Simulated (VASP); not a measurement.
# Ta2N in VASP: further runs, part 2 of 3

VASP 6.6.1.

### Step 3. Single point, LDA (engineering shear strain xy +0.0000, normal strain along z -0.0467)

INCAR reads:

```
SYSTEM = Ta2N
ALGO = Normal
EDIFF = 1E-6
ENCUT = 700
GGA = CA
GGA_COMPAT = .False.
ISIF = 2
ISMEAR = 0
LASPH = .True.
LCHARG = .False.
LREAL = .False.
LWAVE = .False.
NBANDS = 22
NELM = 120
PREC = Accurate
SIGMA = 0.15
```

KPOINTS reads:

```
k-points
0
Gamma
  15 15 8
  0 0 0
```

POSCAR reads:

```
Ta2N
1.0
    3.0618406011      0.0000000000      0.0000000000
   -1.5309203006      2.6516317429      0.0000000000
    0.0000000000      0.0000000000      4.5636021781
Ta N
2 1
Direct
    0.6666666667      0.3333333333      0.7466885012
    0.3333333333      0.6666666667      0.2533114988
    0.0000000000      0.0000000000      0.0000000000
```

Potentials or basis: VASP PAW LDA potentials, release 64 (Ta_sv_GW, N).

Launch:

```console
$ cat potpaw_LDA.64/Ta_sv_GW/POTCAR potpaw_LDA.64/N/POTCAR > POTCAR
$ mpirun -np 1 vasp_std > vasp.out
```

OUTCAR:

```text
SYSTEM = Ta2N
   EDIFF = 1E-6
   ENCUT = 700
   GGA = CA
   ISIF = 2
   ISMEAR = 0
   LASPH = .True.
   LREAL = .False.
   NELM = 120
   PREC = Accurate

 ion  position               nearest neighbor table
   1  0.667  0.333  0.747-   3 2.11   3 2.11   3 2.11   2 2.86   2 2.86   2 2.86   2 2.91   2 2.91
                             2 2.91
   2  0.333  0.667  0.253-   3 2.11   3 2.11   3 2.11   1 2.86   1 2.86   1 2.86   1 2.91   1 2.91
                             1 2.91
   3  0.000  0.000  0.000-   1 2.11   2 2.11   1 2.11   2 2.11   1 2.11   2 2.11

  LATTYP: Found a hexagonal cell.
 ALAT       =     3.0618406011
 C/A-ratio  =     1.4904767337

  Lattice vectors:

 A1 = (   3.0618406011,   0.0000000000,   0.0000000000)
 A2 = (  -1.5309203006,   2.6516317429,   0.0000000000)
 A3 = (   0.0000000000,   0.0000000000,   4.5636021781)

Analysis of symmetry for initial positions (statically):
=====================================================================
 Subroutine PRICEL returns:
 Original cell was already a primitive cell.

 Routine SETGRP: Setting up the symmetry group for a
 hexagonal supercell.

 Subroutine GETGRP returns: Found 12 space group operations
 (whereof 12 operations were pure point group operations)
 out of a pool of 24 trial point group operations.

The static configuration has the point symmetry D_3d.

Analysis of symmetry for dynamics (positions and initial velocities):
=====================================================================
 Subroutine PRICEL returns:
 Original cell was already a primitive cell.

 Routine SETGRP: Setting up the symmetry group for a
 hexagonal supercell.

 Subroutine GETGRP returns: Found 12 space group operations
 (whereof 12 operations were pure point group operations)
 out of a pool of 24 trial point group operations.

The dynamic configuration has the point symmetry D_3d.

 Subroutine INISYM returns: Found 12 space group operations
 (whereof 12 operations are pure point group operations),
 and found     1 'primitive' translations

----------------------------------------------------------------------------------------

                                     Primitive cell

  volume of cell :      37.0513

  direct lattice vectors                    reciprocal lattice vectors
     3.061840601  0.000000000  0.000000000     0.326600934  0.188563137  0.000000000
    -1.530920301  2.651631743  0.000000000     0.000000000  0.377126274  0.000000000
     0.000000000  0.000000000  4.563602178     0.000000000  0.000000000  0.219125147

  length of vectors
     3.061840601  3.061840601  4.563602178     0.377126274  0.377126274  0.219125147

  position of ions in fractional coordinates (direct lattice)
     0.666666667  0.333333333  0.746688501
     0.333333333  0.666666667  0.253311499
     0.000000000  0.000000000  0.000000000

  ion indices of the primitive-cell ions
   primitive index   ion index
                 1           1
                 2           2
                 3           3

----------------------------------------------------------------------------------------

 KPOINTS: k-points

Automatic generation of k-mesh.
 Grid dimensions read from file:
 generate k-points for:   15   15    8

 Generating k-lattice:

  Cartesian coordinates                     Fractional coordinates (reciprocal lattice)
     0.021773396  0.012570876  0.000000000     0.066666667  0.000000000  0.000000000
     0.000000000  0.025141752  0.000000000     0.000000000  0.066666667  0.000000000
     0.000000000  0.000000000  0.027390643     0.000000000  0.000000000  0.125000000

  Length of vectors
     0.025141752  0.025141752  0.027390643

  Shift w.r.t. Gamma in fractional coordinates (k-lattice)
     0.000000000  0.000000000  0.000000000

 Subroutine IBZKPT returns following result:
 ===========================================

 Found    192 irreducible k-points:

 Following reciprocal coordinates:
            Coordinates               Weight
  0.000000  0.000000  0.000000      1.000000
  0.066667  0.000000  0.000000      6.000000
  0.133333  0.000000  0.000000      6.000000
  0.200000  0.000000  0.000000      6.000000
  0.266667  0.000000  0.000000      6.000000
  0.333333  0.000000  0.000000      6.000000
[... 16 lines left out ...]
  0.333333  0.200000  0.000000     12.000000
  0.400000  0.200000  0.000000      6.000000
 [... further k-points ...]
   k-points           NKPTS =    192   k-points in BZ     NKDIM =    192   number of bands    NBANDS=     22
   number of dos      NEDOS =    301   number of ions     NIONS =      3
   total plane-waves  NPLWV =  31360
   dimension x,y,z NGX =    28 NGY =   28 NGZ =   40
   dimension x,y,z NGXF=    56 NGYF=   56 NGZF=   80
   ions per type =               2   1
   NGX,Y,Z   is equivalent  to a cutoff of  15.20, 15.20, 14.57 a.u.
   NGXF,Y,Z  is equivalent  to a cutoff of  30.41, 30.41, 29.14 a.u.
 SYSTEM =  Ta2N
   PREC   = accura    normal or accurate (medium, high low for compatibility)
   ISTART =      0    job   : 0-new  1-cont  2-samecut
   ICHARG =      2    charge: 1-file 2-atom 10-const
   ISPIN  =      1    spin polarized calculation?
   LNONCOLLINEAR =      F non collinear calculations
   LSORBIT =      F    spin-orbit coupling
   LASPH  =      T    aspherical Exc in radial PAW
   ENCUT  =  700.0 eV  51.45 Ry    7.17 a.u.   6.61  6.61  9.84*2*pi/ulx,y,z
   NELM   =    120;   NELMIN=  2; NELMDL= -5     # of ELM steps
   EDIFF  = 0.1E-05   stopping-criterion for ELM
   LREAL  =      F    real-space projection
   EDIFFG = 0.1E-04   stopping-criterion for IOM
   NSW    =      0    number of steps for IOM
   IBRION =     -1    ionic relax: 0-MD 1-quasi-New 2-CG
   NFREE  =      0    steps in history (QN), initial steepest desc. (CG)
   ISIF   =      2    stress and relaxation
   ISYM   =      2    0-nonsym 1-usesym 2-fastsym
   POTIM  = 0.5000    time-step for ionic-motion
   TEBEG  =    0.0;   TEEND  =   0.0 temperature during run
   PSTRESS=    0.0 pullay stress
   NELECT =      31.0000    total number of electrons
   NUPDOWN=      -1.0000    fix difference up-down
   EMIN   =  10.00;   EMAX   =-10.00  energy-range for DOS
   EFERMI =   0.00;   METHOD = LEGACY
   ISMEAR =     0;   SIGMA  =   0.15  broadening in eV -4-tet -1-fermi 0-gaus
   EFERMI_NEDOS =   21; number of points for ismear=-14 and -15
   IALGO  =     38    algorithm
   IMIX   =      4    mixing-type and parameters
     AMIX     =   0.40;   BMIX     =  1.00
     AMIX_MAG =   1.60;   BMIX_MAG =  1.00
  volume/ion in A,a.u.               =      12.35        83.34
  Fermi-wavevector in a.u.,A,eV,Ry     =   1.542627  2.915142 32.377750  2.379697
  Thomas-Fermi vector in A             =   2.648405
   LORBIT       =      0    0 simple, 1 ext, 2 COOP (PROOUT), +10 PAW based schemes
   GGA     = CA    functional components
   LHFCALC =     F    Hartree Fock is set to
   AEXX    =    0.0000 exact exchange contribution
   IVDW    =     0    specifies the selected vdW correction
   LEPSILON=     F    determine dielectric tensor
   LRPA    =     F    only Hartree local field effects (RPA)
 non-spin polarized calculation
 Gauss-broadening in eV      SIGMA  =   0.15
  energy-cutoff  :      700.00
  volume of cell :       37.05
 maximum number of plane-waves:      1604
 NGX is ok and might be reduce to    28
   NGX = 13   NGY = 13   NGZ = 19

 number of electron      30.9999999 magnetization

 Free energy of the ion-electron system (eV)
  ---------------------------------------------------
  ext. energy  EPLUGINS =         0.00000000
  ---------------------------------------------------
  free energy    TOTEN  =       -42.51249314 eV

  energy without entropy =      -42.50268799  energy(sigma->0) =      -42.50759056

 E-fermi :  12.8972     XC(G=0): -14.0150

 val. band max:       12.8963699938   @ k =   0.0667   0.0667   0.1250
 cond. band min:      12.9334621667   @ k =   0.2000   0.0667   0.3750
 fundamental gap:      0.0370921730
 Fermi energy:        12.8972050490

 k-point     1 :       0.0000    0.0000    0.0000
  band No.  band energies     occupation
      1     -55.0699      2.00000
      2     -54.9221      2.00000
      3     -22.6188      2.00000
      4     -21.6140      2.00000
      5     -21.6140      2.00000
      6     -21.3959      2.00000
[... 574 lines left out ...]
      6     -21.9016      2.00000
[... 14 lines left out ...]
     21      17.8182      0.00000
     22      19.8138      0.00000

 [... further k-points ...]

------------------------ aborting loop because EDIFF is reached ----------------------------------------

  FORCE on cell =-STRESS in cart. coord.  units (eV):
  Direction    XX          YY          ZZ          XY          YZ          ZX
  --------------------------------------------------------------------------------------
  -------------------------------------------------------------------------------------
  Total        3.2183510      3.2183510      6.1989350     -0.0000000     -0.0000000      0.0000000
  in kB      139.1683312    139.1683312    268.0551163     -0.0000000     -0.0000000      0.0000000
  external PRESSURE =     182.1305929 kB  Pullay stress =       0.0000000 kB

 VOLUME and BASIS-vectors are now :
 -----------------------------------------------------------------------------
  energy-cutoff  :      700.00
  volume of cell :       37.05
      direct lattice vectors                 reciprocal lattice vectors
     3.061840601  0.000000000  0.000000000     0.326600934  0.188563137  0.000000000
    -1.530920301  2.651631743  0.000000000     0.000000000  0.377126274  0.000000000
     0.000000000  0.000000000  4.563602178     0.000000000  0.000000000  0.219125147

 POSITION                                       TOTAL-FORCE (eV/Angst)
 -----------------------------------------------------------------------------------
      1.53092      0.88388      3.40759         0.000000     -0.000000      0.007793
     -0.00000      1.76775      1.15601        -0.000000      0.000000     -0.007793
      0.00000      0.00000      0.00000         0.000000      0.000000      0.000000
 -----------------------------------------------------------------------------------
    total drift:                               -0.000000      0.000000      0.000000

  FREE ENERGIE OF THE ION-ELECTRON SYSTEM (eV)
  ---------------------------------------------------
  free  energy   TOTEN  =       -42.5124931373 eV

  energy  without entropy=      -42.5026879902  energy(sigma->0) =      -42.50759056
```

stdout:

```text
POSCAR found type information on POSCAR TaN
 POSCAR found :  2 types and       3 ions
 scaLAPACK will be used
 LDA part: xc-table for (Slater(with rela. corr.)+CA(PZ))
 , standard interpolation
 POSCAR, INCAR and KPOINTS ok, starting setup
 FFT: planning ... GRIDC
 FFT: planning ... GRID_SOFT
 FFT: planning ... GRID
 WAVECAR not read
 entering main loop
```

It took 3 min on 1 thread of AMD EPYC 9R45 (Zen 5), shared host; peak memory 0.32 GiB.

What came out:

| Quantity | Value |
| --- | --- |
| Free energy | -42.5125 eV |
| Pressure | 18.2 GPa |
| Largest force | 0.008 eV/Å |
| Band gap on the k mesh | zero (an odd number of electrons rules out a gap without spin polarisation) |

Forces in eV/Å, atoms in the order of the input:
```
Ta   0.000  0.000  0.008
Ta   0.000  0.000 -0.008
N    0.000  0.000  0.000
```

Levels at points of the mesh, in eV from the Fermi level:
```
           k point  band 11  band 12  band 13  band 14  band 15  band 16  band 17  band 18  band 19  band 20
(0.00, 0.00, 0.00)    -6.73    -6.73    -4.51    -0.25    -0.25    -0.22    -0.03    -0.03     0.44     1.38
(0.00, 0.00, 0.50)    -6.98    -6.98    -2.60    -2.27    -1.50    -1.50     2.27     2.49     2.69     2.69
```

Caveat: the cell differs from its parent crystal (engineering shear strain xy +0.0000, normal strain along z -0.0467); the stress differs along the axes, from 14 to 27 GPa; spin-orbit coupling is left out, which moves the levels of the heavy elements.

[end of part 2 of 3]

The gap in the log of VASP goes by the Fermi energy; the results here count the filled bands.